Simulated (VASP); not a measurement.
# Al3As3H in VASP: single point with PBEsol

Aim: the single point of Al3As3H with PBEsol.

All numbers are computed with VASP 6.6.1; they aren't measurements. Logs are shortened: lines on timing, memory, paths and dates and some standing lists are left out, and cuts for length are marked.

**1. The cell of the first run**

The cell holds a slab with vacuum, 7 atoms: a = 4.013 Å, b = 4.013 Å, c = 26.093 Å, α = 90.00°, β = 90.00°, γ = 90.00°.

**2. Single point, PBEsol, collinear spin**

INCAR reads:

```
SYSTEM = Al3As3H
ALGO = Normal ; DIPOL = 0.5 0.5 0.489
EDIFF = 1E-6 ; ENCUT = 520
GGA = PS ; IDIPOL = 3
ISIF = 2 ; ISMEAR = 0
ISPIN = 2 ; LASPH = .True.
LCHARG = .False. ; LDIPOL = .True.
LORBIT = 11 ; LREAL = .False.
LWAVE = .False. ; MAGMOM = 0 0 0 0 0 0 1
NBANDS = 26 ; NELM = 150
PREC = Accurate ; SIGMA = 0.05
```

KPOINTS reads:

```
k-points
0
Gamma
  7 7 1
  0 0 0
```

POSCAR reads:

```
Al3As3H
1.0
    4.0125456562      0.0000000000      0.0000000000
    0.0000000000      4.0125456562      0.0000000000
    0.0000000000      0.0000000000     26.0932456083
As Al H
3 3 1
Direct
    0.0000000000      0.5000000000      0.3257547999
    0.5000000000      0.0000000000      0.4344916847
    0.0000000000      0.5000000000      0.5441511489
    0.5000000000      0.5000000000      0.3801232422
    0.0000000000      0.0000000000      0.4866040607
    0.5000000000      0.5000000000      0.5948882144
    0.5000000000      0.5000000000      0.6558787365
```

Potentials or basis: VASP PAW PBE potentials, release 64 (As, Al, H).

Run with:

```
$ cat potpaw_PBE.64/As/POTCAR potpaw_PBE.64/Al/POTCAR potpaw_PBE.64/H/POTCAR > POTCAR
$ mpirun -np 1 vasp_std > vasp.out
```

OUTCAR:

```text
SYSTEM = Al3As3H
   EDIFF = 1E-6
   ENCUT = 520
   GGA = PS
   ISIF = 2
   ISMEAR = 0
   ISPIN = 2
   LASPH = .True.
   LORBIT = 11
   LREAL = .False.
   NELM = 150
   PREC = Accurate

 ion  position               nearest neighbor table
   1  0.000  0.500  0.326-   4 2.46   4 2.46
   2  0.500  0.000  0.434-   5 2.42   5 2.42   4 2.46   4 2.46
   3  0.000  0.500  0.544-   6 2.40   6 2.40   5 2.51   5 2.51
   4  0.500  0.500  0.380-   1 2.46   1 2.46   2 2.46   2 2.46
   5  0.000  0.000  0.487-   2 2.42   2 2.42   3 2.51   3 2.51
   6  0.500  0.500  0.595-   7 1.59   3 2.40   3 2.40
   7  0.500  0.500  0.656-   6 1.59

  LATTYP: Found a simple tetragonal cell.
 ALAT       =     4.0125456562
 C/A-ratio  =     6.5029155663

  Lattice vectors:

 A1 = (   4.0125456562,   0.0000000000,   0.0000000000)
 A2 = (   0.0000000000,   4.0125456562,   0.0000000000)
 A3 = (   0.0000000000,   0.0000000000,  26.0932456083)

Analysis of symmetry for initial positions (statically):
=====================================================================
 Subroutine PRICEL returns:
 Original cell was already a primitive cell.

 Routine SETGRP: Setting up the symmetry group for a
 simple tetragonal supercell.

 Subroutine GETGRP returns: Found  4 space group operations
 (whereof  4 operations were pure point group operations)
 out of a pool of 16 trial point group operations.

The static configuration has the point symmetry C_2v.

Analysis of symmetry for dynamics (positions and initial velocities):
=====================================================================
 Subroutine PRICEL returns:
 Original cell was already a primitive cell.

 Routine SETGRP: Setting up the symmetry group for a
 simple tetragonal supercell.

 Subroutine GETGRP returns: Found  4 space group operations
 (whereof  4 operations were pure point group operations)
 out of a pool of 16 trial point group operations.

The dynamic configuration has the point symmetry C_2v.

Analysis of structural, dynamic, and magnetic symmetry:
=====================================================================
 Subroutine PRICEL returns:
 Original cell was already a primitive cell.

 Routine SETGRP: Setting up the symmetry group for a
 simple tetragonal supercell.

 Subroutine GETGRP returns: Found  4 space group operations
 (whereof  4 operations were pure point group operations)
 out of a pool of 16 trial point group operations.

[... 147 lines left out ...]
  ---------------------------------------------------
  ext. energy  EPLUGINS =         0.00000000
  ---------------------------------------------------
  free energy    TOTEN  =       -30.24652708 eV

  energy without entropy =      -30.24423328  energy(sigma->0) =      -30.24538018

 E-fermi :  -2.2320     XC(G=0):  -3.7208

 val. band max:       -2.2333925314   @ k =  -0.1429   0.2857   0.0000
 cond. band min:      -2.1411548021   @ k =   0.2857   0.2857   0.0000
 fundamental gap:      0.0922377292
 Fermi energy:        -2.2319876972

 spin component 1

 k-point     1 :       0.0000    0.0000    0.0000
  band No.  band energies     occupation
      1     -14.3886      1.00000
      2     -13.4276      1.00000
      3     -11.9273      1.00000
      4      -8.1489      1.00000
      5      -6.4105      1.00000
      6      -4.8105      1.00000
[... 421 lines left out ...]
     23       4.8575      0.00000
     24       4.9939      0.00000
 Fermi energy:        -2.2319876972

 spin component 2

 k-point     1 :       0.0000    0.0000    0.0000
  band No.  band energies     occupation
      1     -14.3831      1.00000
      2     -13.4085      1.00000
      3     -11.8122      1.00000
      4      -8.1443      1.00000
      5      -6.3930      1.00000
      6      -4.8043      1.00000
[... 421 lines left out ...]
     23       4.8703      0.00000
     24       5.0198      0.00000
 [bands above 24 left out]

------------------------ aborting loop because EDIFF is reached ----------------------------------------

 vacuum level on the upper side and lower side of the slab       (xc-potential included)        -0.822         0.647

  FORCE on cell =-STRESS in cart. coord.  units (eV):
  Direction    XX          YY          ZZ          XY          YZ          ZX
  --------------------------------------------------------------------------------------
  -------------------------------------------------------------------------------------
  Total       -0.2597215     -1.8401887      0.5819479      0.0000000      0.0000000      0.0000000
  in kB       -0.9904908     -7.0178628      2.2193540      0.0000000      0.0000000      0.0000000
  external PRESSURE =      -1.9296665 kB  Pullay stress =       0.0000000 kB

 VOLUME and BASIS-vectors are now :
 -----------------------------------------------------------------------------
  energy-cutoff  :      520.00
  volume of cell :      420.11
      direct lattice vectors                 reciprocal lattice vectors
     4.012545656  0.000000000  0.000000000     0.249218348  0.000000000  0.000000000
     0.000000000  4.012545656  0.000000000     0.000000000  0.249218348  0.000000000
     0.000000000  0.000000000 26.093245608     0.000000000  0.000000000  0.038324094

 POSITION                                       TOTAL-FORCE (eV/Angst)
 -----------------------------------------------------------------------------------
      0.00000      2.00627      8.50000         0.000000      0.000000      0.057943
      2.00627      0.00000     11.33730         0.000000      0.000000      0.326475
      0.00000      2.00627     14.19867         0.000000      0.000000     -0.020611
      2.00627      2.00627      9.91865         0.000000      0.000000     -0.417517
      0.00000      0.00000     12.69708         0.000000      0.000000      0.015102
      2.00627      2.00627     15.52256         0.000000      0.000000      0.012977
      2.00627      2.00627     17.11400         0.000000      0.000000      0.025630
 -----------------------------------------------------------------------------------
    total drift:                               -0.000000      0.000000      0.000070

  FREE ENERGIE OF THE ION-ELECTRON SYSTEM (eV)
  ---------------------------------------------------
  free  energy   TOTEN  =       -30.2465270811 eV

  energy  without entropy=      -30.2442332842  energy(sigma->0) =      -30.24538018

 vacuum level on the upper side and lower side of the slab         2.368         3.875

 total charge

# of ion       s       p       d       tot
------------------------------------------
    1        1.278   1.403   0.016   2.698
    2        1.208   1.661   0.028   2.897
    3        1.202   1.664   0.027   2.892
    4        0.411   0.370   0.000   0.781
    5        0.414   0.353   0.000   0.767
    6        0.433   0.363   0.000   0.796
    7        0.529   0.007   0.000   0.536
--------------------------------------------------
tot          5.474   5.820   0.071  11.366

 magnetization (x)

# of ion       s       p       d       tot
------------------------------------------
    1        0.003   0.078   0.000   0.082
    2        0.001   0.006   0.000   0.008
    3       -0.000   0.001   0.000   0.001
    4       -0.001  -0.001   0.000  -0.002
    5        0.001   0.002   0.000   0.003
    6        0.000   0.000   0.000   0.001
    7       -0.000  -0.000   0.000  -0.000
--------------------------------------------------
tot          0.004   0.087   0.001   0.091
```

stdout:

```text
POSCAR found type information on POSCAR AsAlH
 POSCAR found :  3 types and       7 ions
 scaLAPACK will be used
 -----------------------------------------------------------------------------
|                                                                             |
|                                                                             |
|     You enforced a specific xc type in the INCAR file but a different       |
|     I HOPE YOU KNOW WHAT YOU ARE DOING!                                     |
|                                                                             |
 -----------------------------------------------------------------------------

 LDA part: xc-table for (Slater+PW92), standard interpolation
 POSCAR, INCAR and KPOINTS ok, starting setup
 FFT: planning ... GRIDC
 FFT: planning ... GRID_SOFT
 FFT: planning ... GRID
 WAVECAR not read
 entering main loop
```

Wall time 28 min (1 thread of Intel Xeon Platinum 8259CL at 2.50GHz (Skylake/Cascade Lake), shared host); peak memory 0.73 GiB.

What came out:

* Free energy: -30.2465 eV
* Largest force: 0.418 eV/Å
* Net moment: 0.23 μB per cell
* Site moments: As +0.08, +0.01, +0.00; Al -0.00, +0.00 (each value once); H -0.00 μB
* Valence electrons inside the program's atomic spheres: As 2.70, 2.90, 2.89; Al 0.78, 0.77, 0.80; H 0.54

Forces in eV/Å, atoms in the order of the input:
```
As   0.000  0.000  0.058
As   0.000  0.000  0.326
As   0.000  0.000 -0.021
Al   0.000  0.000 -0.418
Al   0.000  0.000  0.015
Al   0.000  0.000  0.013
H    0.000  0.000  0.026
```

Levels at points of the mesh, in eV from the Fermi level:
Spin up:
| k point | band 9 | band 10 | band 11 | band 12 | band 13 | band 14 | band 15 | band 16 |
| --- | --- | --- | --- | --- | --- | --- | --- | --- |
| (0.00, 0.00, 0.00) | -1.57 | -1.27 | -0.46 | -0.19 | 0.99 | 1.02 | 1.87 | 2.10 |
Spin down:
```tsv
k point	band 10	band 11	band 12	band 13	band 14	band 15
(0.00, 0.00, 0.00)	-1.25	-0.41	-0.13	1.00	1.24	1.87
```

Caveat: the PAW data sets were made with another functional, which shifts forces and pressure a little.
